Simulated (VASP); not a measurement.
Runs of VASP 6.6.1 on TaTl. The structure is that of space group P4/mmm (No. 123), or close to it. The cells are those of the table. 

| cell | gap on the mesh (eV) | pressure (GPa) |
| --- | --- | --- |
| a = 3.495, b = 3.495, c = 4.319 Å, 2 atoms | none | -17.0 |
| a = 3.401, b = 3.401, c = 4.203 Å, 2 atoms | none | -14.0 |
| a = 3.425, b = 3.425, c = 4.232 Å, 2 atoms | none | -15.0 |
| a = 3.540, b = 3.540, c = 4.375 Å, 2 atoms | none | -17.8 |
| a = 3.472, b = 3.472, c = 4.290 Å, 2 atoms | none | (a) |
| a = 3.518, b = 3.518, c = 4.347 Å, 2 atoms | none | (b) |
| a = 3.449, b = 3.449, c = 4.262 Å, 2 atoms | none | -15.8 |

Alike in all rows: task single point; level PBE; potentials or basis VASP PAW PBE potentials, release 64 (Ta_pv, Tl_d); no spin polarisation; k mesh 8 × 8 × 6; cutoff (eV) 520; smearing fermi-dirac 0.05 eV.

Q: Estimate the missing entries.

A: (a) -16.5; (b) -17.5.

Caveats: spin-orbit coupling is left out, which moves the levels of the heavy elements.

A k mesh can miss the band edges, and the runs leave out spin-orbit coupling on Ta, Tl.

A gap of «none» marks levels without a gap at the run's occupations.
